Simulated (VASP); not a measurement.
# BeS (v.bB) (F-43m) in VASP: single point with PBE

Aim: the single point of BeS (v.bB) with PBE.

Everything below comes from runs of VASP 6.6.1. Logs are shortened: lines on timing, memory, paths and dates and some standing lists are left out, and cuts for length are marked.

### 1 The cell of the first run

Symmetry: F-43m, No. 216, cubic system. Conventional cell: a = 4.876 Å, b = 4.876 Å, c = 4.876 Å, α = 90.00°, β = 90.00°, γ = 90.00°. Within 2.8 Å of Be (site symmetry -43m) lie 4 S at 2.11 Å. Within 2.8 Å of S (site symmetry -43m) lie 4 Be at 2.11 Å.

### 2 Single point, PBE

INCAR

```
SYSTEM = BeS
PREC = Accurate ; ENCUT = 600
EDIFF = 1E-6 ; ISMEAR = 0
SIGMA = 0.02 ; LREAL = .FALSE.
LASPH = .TRUE. ; NELM = 120
ALGO = Normal ; ISIF = 2
LWAVE = .FALSE. ; LCHARG = .FALSE.
GGA = PE ; NBANDS = 11
GGA_COMPAT = .FALSE.
```

KPOINTS

```
regular mesh
0
G
  8 8 8
  0 0 0
```

POSCAR

```
BeS
1.0
    0.0000000000      2.4378857548      2.4378857548
    2.4378857548      0.0000000000      2.4378857548
    2.4378857548      2.4378857548      0.0000000000
Be S
1 1
Direct
    0.0000000000      0.0000000000      0.0000000000
    0.2500000000      0.2500000000      0.2500000000
```

Potentials or basis: VASP PAW PBE potentials, release 64 (Be, S).

Started as:

```sh
cat potpaw_PBE.64/Be/POTCAR potpaw_PBE.64/S/POTCAR > POTCAR
mpirun -np 1 vasp_std > vasp.out
```

OUTCAR:

```text
SYSTEM = BeS
   PREC = Accurate
   ENCUT = 600
   EDIFF = 1E-6
   ISMEAR = 0
   LREAL = .FALSE.
   LASPH = .TRUE.
   NELM = 120
   ISIF = 2
   GGA = PE

 ion  position               nearest neighbor table
   1  0.000  0.000  0.000-   2 2.11   2 2.11   2 2.11   2 2.11
   2  0.250  0.250  0.250-   1 2.11   1 2.11   1 2.11   1 2.11

  LATTYP: Found a face centered cubic cell.
 ALAT       =     4.8757715096

  Lattice vectors:

 A1 = (   0.0000000000,   2.4378857548,   2.4378857548)
 A2 = (   2.4378857548,   0.0000000000,   2.4378857548)
 A3 = (   2.4378857548,   2.4378857548,   0.0000000000)

Analysis of symmetry for initial positions (statically):
=====================================================================
 Subroutine PRICEL returns:
 Original cell was already a primitive cell.

 Routine SETGRP: Setting up the symmetry group for a
 face centered cubic supercell.

 Subroutine GETGRP returns: Found 24 space group operations
 (whereof 24 operations were pure point group operations)
 out of a pool of 48 trial point group operations.

The static configuration has the point symmetry T_d .

Analysis of symmetry for dynamics (positions and initial velocities):
=====================================================================
 Subroutine PRICEL returns:
 Original cell was already a primitive cell.

 Routine SETGRP: Setting up the symmetry group for a
 face centered cubic supercell.

 Subroutine GETGRP returns: Found 24 space group operations
 (whereof 24 operations were pure point group operations)
 out of a pool of 48 trial point group operations.

The dynamic configuration has the point symmetry T_d .

 Subroutine INISYM returns: Found 24 space group operations
 (whereof 24 operations are pure point group operations),
 and found     1 'primitive' translations

----------------------------------------------------------------------------------------

                                     Primitive cell

  volume of cell :      28.9781

  direct lattice vectors                    reciprocal lattice vectors
     0.000000000  2.437885755  2.437885755    -0.205095747  0.205095747  0.205095747
     2.437885755  0.000000000  2.437885755     0.205095747 -0.205095747  0.205095747
     2.437885755  2.437885755  0.000000000     0.205095747  0.205095747 -0.205095747

  length of vectors
     3.447691098  3.447691098  3.447691098     0.355236254  0.355236254  0.355236254

  position of ions in fractional coordinates (direct lattice)
     0.000000000  0.000000000  0.000000000
     0.250000000  0.250000000  0.250000000

  ion indices of the primitive-cell ions
   primitive index   ion index
                 1           1
                 2           2

----------------------------------------------------------------------------------------

 KPOINTS: regular mesh

Automatic generation of k-mesh.
 Grid dimensions read from file:
 generate k-points for:    8    8    8

 Generating k-lattice:

  Cartesian coordinates                     Fractional coordinates (reciprocal lattice)
    -0.025636968  0.025636968  0.025636968     0.125000000  0.000000000  0.000000000
     0.025636968 -0.025636968  0.025636968     0.000000000  0.125000000  0.000000000
     0.025636968  0.025636968 -0.025636968     0.000000000  0.000000000  0.125000000

  Length of vectors
     0.044404532  0.044404532  0.044404532

  Shift w.r.t. Gamma in fractional coordinates (k-lattice)
     0.000000000  0.000000000  0.000000000

 Subroutine IBZKPT returns following result:
 ===========================================

 Found     29 irreducible k-points:

 Following reciprocal coordinates:
            Coordinates               Weight
  0.000000  0.000000  0.000000      1.000000
  0.125000  0.000000  0.000000      8.000000
  0.250000  0.000000  0.000000      8.000000
  0.375000  0.000000  0.000000      8.000000
  0.500000  0.000000  0.000000      4.000000
  0.125000  0.125000  0.000000      6.000000
[... 16 lines left out ...]
  0.500000  0.250000  0.125000     48.000000
 -0.375000  0.250000  0.125000     24.000000
 [... further k-points ...]
   k-points           NKPTS =     29   k-points in BZ     NKDIM =     29   number of bands    NBANDS=     11
   number of dos      NEDOS =    301   number of ions     NIONS =      2
   total plane-waves  NPLWV =  21952
   dimension x,y,z NGX =    28 NGY =   28 NGZ =   28
   dimension x,y,z NGXF=    56 NGYF=   56 NGZF=   56
   ions per type =               1   1
   NGX,Y,Z   is equivalent  to a cutoff of  13.50, 13.50, 13.50 a.u.
   NGXF,Y,Z  is equivalent  to a cutoff of  27.00, 27.00, 27.00 a.u.
 SYSTEM =  BeS
   PREC   = accura    normal or accurate (medium, high low for compatibility)
   ISTART =      0    job   : 0-new  1-cont  2-samecut
   ICHARG =      2    charge: 1-file 2-atom 10-const
   ISPIN  =      1    spin polarized calculation?
   LNONCOLLINEAR =      F non collinear calculations
   LSORBIT =      F    spin-orbit coupling
   LASPH  =      T    aspherical Exc in radial PAW
   ENCUT  =  600.0 eV  44.10 Ry    6.64 a.u.   6.89  6.89  6.89*2*pi/ulx,y,z
   NELM   =    120;   NELMIN=  2; NELMDL= -5     # of ELM steps
   EDIFF  = 0.1E-05   stopping-criterion for ELM
   LREAL  =      F    real-space projection
   EDIFFG = 0.1E-04   stopping-criterion for IOM
   NSW    =      0    number of steps for IOM
   IBRION =     -1    ionic relax: 0-MD 1-quasi-New 2-CG
   NFREE  =      0    steps in history (QN), initial steepest desc. (CG)
   ISIF   =      2    stress and relaxation
   ISYM   =      2    0-nonsym 1-usesym 2-fastsym
   POTIM  = 0.5000    time-step for ionic-motion
   TEBEG  =    0.0;   TEEND  =   0.0 temperature during run
   PSTRESS=    0.0 pullay stress
   NELECT =       8.0000    total number of electrons
   NUPDOWN=      -1.0000    fix difference up-down
   EMIN   =  10.00;   EMAX   =-10.00  energy-range for DOS
   EFERMI =   0.00;   METHOD = LEGACY
   ISMEAR =     0;   SIGMA  =   0.02  broadening in eV -4-tet -1-fermi 0-gaus
   EFERMI_NEDOS =   21; number of points for ismear=-14 and -15
   IALGO  =     38    algorithm
   IMIX   =      4    mixing-type and parameters
     AMIX     =   0.40;   BMIX     =  1.00
     AMIX_MAG =   1.60;   BMIX_MAG =  1.00
  volume/ion in A,a.u.               =      14.49        97.78
  Fermi-wavevector in a.u.,A,eV,Ry     =   1.065978  2.014406 15.460417  1.136309
  Thomas-Fermi vector in A             =   2.201547
   LORBIT       =      0    0 simple, 1 ext, 2 COOP (PROOUT), +10 PAW based schemes
   GGA     = PE    functional components
   LHFCALC =     F    Hartree Fock is set to
   AEXX    =    0.0000 exact exchange contribution
   IVDW    =     0    specifies the selected vdW correction
   LEPSILON=     F    determine dielectric tensor
   LRPA    =     F    only Hartree local field effects (RPA)
 non-spin polarized calculation
 Gauss-broadening in eV      SIGMA  =   0.02
  energy-cutoff  :      600.00
  volume of cell :       28.98
 maximum number of plane-waves:       982
   NGX = 13   NGY = 13   NGZ = 13

 number of electron       7.9999999 magnetization

 Free energy of the ion-electron system (eV)
  ---------------------------------------------------
  ext. energy  EPLUGINS =         0.00000000
  ---------------------------------------------------
  free energy    TOTEN  =       -10.01354618 eV

  energy without entropy =      -10.01354618  energy(sigma->0) =      -10.01354618

 E-fermi :   4.1832     XC(G=0):  -9.6650

 val. band max:        4.0114162952   @ k =   0.0000   0.0000   0.0000
 cond. band min:       7.1574495472   @ k =   0.5000   0.5000   0.0000
 fundamental gap:      3.1460332520
 Fermi energy:         4.1831982717

 k-point     1 :       0.0000    0.0000    0.0000
  band No.  band energies     occupation
      1      -9.5751      2.00000
      2       4.0114      2.00000
      3       4.0114      2.00000
      4       4.0114      2.00000
      5       9.6872      0.00000
      6       9.6872      0.00000
      7       9.6872      0.00000
      8       9.7636      0.00000
      9      16.7938      0.00000
     10      16.7938      0.00000
     11      18.7610      0.00000

 k-point     2 :       0.1250    0.0000    0.0000
  band No.  band energies     occupation
      1      -9.4016      2.00000
      2       2.8287      2.00000
      3       3.8172      2.00000
      4       3.8172      2.00000
      5       9.5804      0.00000
      6      10.0363      0.00000
      7      10.0363      0.00000
      8      11.0673      0.00000
      9      16.1140      0.00000
     10      16.1140      0.00000
     11      18.6411      0.00000

 k-point     3 :       0.2500    0.0000    0.0000
  band No.  band energies     occupation
      1      -8.9243      2.00000
      2       0.7591      2.00000
      3       3.4284      2.00000
      4       3.4284      2.00000
      5       9.5199      0.00000
      6      10.5745      0.00000
      7      10.5745      0.00000
      8      13.1647      0.00000
      9      15.8751      0.00000
     10      15.8751      0.00000
     11      18.1961      0.00000

 k-point     4 :       0.3750    0.0000    0.0000
  band No.  band energies     occupation
      1      -8.3207      2.00000
      2      -0.9682      2.00000
      3       3.1140      2.00000
      4       3.1140      2.00000
      5       9.4592      0.00000
      6      10.6479      0.00000
      7      10.6479      0.00000
      8      14.6987      0.00000
      9      17.2035      0.00000
     10      17.2035      0.00000
     11      18.3234      0.00000
[... 239 lines left out ...]
 k-point    22 :       0.3750    0.2500    0.1250
  band No.  band energies     occupation
      1      -8.5350      2.00000
      2       0.5254      2.00000
      3       1.9119      2.00000
      4       2.9157      2.00000
      5       9.5364      0.00000
      6      11.2606      0.00000
      7      11.4908      0.00000
      8      12.5235      0.00000
      9      15.5509      0.00000
     10      18.3507      0.00000
     11      19.8518      0.00000

 k-point    23 :       0.5000    0.2500    0.1250
  band No.  band energies     occupation
      1      -8.0052      2.00000
      2      -0.6084      2.00000
      3       1.3817      2.00000
      4       2.4545      2.00000
      5      10.0067      0.00000
      6      10.8105      0.00000
      7      12.4199      0.00000
      8      13.2501      0.00000
      9      16.5671      0.00000
     10      18.3177      0.00000
     11      20.3659      0.00000

 k-point    24 :      -0.3750    0.2500    0.1250
  band No.  band energies     occupation
      1      -7.7403      2.00000
      2      -1.1485      2.00000
      3       1.2861      2.00000
      4       2.2146      2.00000
      5      10.1182      0.00000
      6      10.5622      0.00000
      7      13.0759      0.00000
      8      14.4567      0.00000
      9      15.4029      0.00000
     10      19.2416      0.00000
     11      19.8658      0.00000

 [... further k-points ...]

------------------------ aborting loop because EDIFF is reached ----------------------------------------

  FORCE on cell =-STRESS in cart. coord.  units (eV):
  Direction    XX          YY          ZZ          XY          YZ          ZX
  --------------------------------------------------------------------------------------
  -------------------------------------------------------------------------------------
  Total        0.0116933      0.0116933      0.0116933      0.0000000      0.0000000      0.0000000
  in kB        0.6465113      0.6465113      0.6465113      0.0000000      0.0000000      0.0000000
  external PRESSURE =       0.6465113 kB  Pullay stress =       0.0000000 kB

 VOLUME and BASIS-vectors are now :
 -----------------------------------------------------------------------------
  energy-cutoff  :      600.00
  volume of cell :       28.98
      direct lattice vectors                 reciprocal lattice vectors
     0.000000000  2.437885755  2.437885755    -0.205095747  0.205095747  0.205095747
     2.437885755  0.000000000  2.437885755     0.205095747 -0.205095747  0.205095747
     2.437885755  2.437885755  0.000000000     0.205095747  0.205095747 -0.205095747

 POSITION                                       TOTAL-FORCE (eV/Angst)
 -----------------------------------------------------------------------------------
      0.00000      0.00000      0.00000        -0.000000     -0.000000     -0.000000
      1.21894      1.21894      1.21894         0.000000      0.000000      0.000000
 -----------------------------------------------------------------------------------
    total drift:                               -0.000000     -0.000000     -0.000000

  FREE ENERGIE OF THE ION-ELECTRON SYSTEM (eV)
  ---------------------------------------------------
  free  energy   TOTEN  =       -10.0135461842 eV

  energy  without entropy=      -10.0135461842  energy(sigma->0) =      -10.01354618
```

Wall time 12 s (1 thread of Intel Xeon Platinum 8488C (Sapphire Rapids), shared host); peak memory 0.15 GiB.

Results:

| Quantity | Value |
| --- | --- |
| Free energy | -10.0135 eV |
| Pressure | 0.1 GPa |
| Band gap on the k mesh | 3.15 eV, indirect (least direct gap 5.68 eV) |

A k mesh can miss the band edges.
